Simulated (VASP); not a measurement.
Sn: single point with PBE

Crystal: Sn.

```
Sn
1.0
     2.83047    0.00000    0.00000
    -1.41523    2.45125    0.00000
     0.00000    0.00000    2.66933
Sn
1
Direct
  0.00000 0.00000 0.00000
```

This cell differs from its parent crystal: volume scaled by 0.65.

```yaml
Program: VASP 6.6.1
Task: single point
Functional: PBE
Potentials_or_basis: VASP PAW PBE potentials, release 64 (Sn_d)
Cutoff: 520 eV
k_mesh: 13 × 13 × 12
Occupations: fermi-dirac, width 0.05 eV
Spin: no spin polarisation
Dipole_correction: no
Further_INCAR_settings: ALGO = Normal; EDIFF = 1e-06; NBANDS = 13
```

- Pressure: 56.7 GPa
- Band gap on the k mesh: zero (band 7 reaches 20.59 eV, above the bottom of band 8 at 10.05 eV)

Levels at points of the mesh, in eV from the Fermi level:
```tsv
k point	band 5	band 6	band 7	band 8	band 9	band 10
(0.00, 0.00, 0.00)	-21.76	-14.80	6.51	9.87	9.87	10.70
(0.00, 0.00, 0.50)	-22.10	-9.56	-7.74	13.53	14.25	15.52
```

It took 53 s on 1 thread of AMD EPYC 7R43 64-Core Processor (Zen 3), on a shared host, peak memory 0.12 GiB.

Caveat: spin-orbit coupling is left out, which moves the levels of the heavy elements.
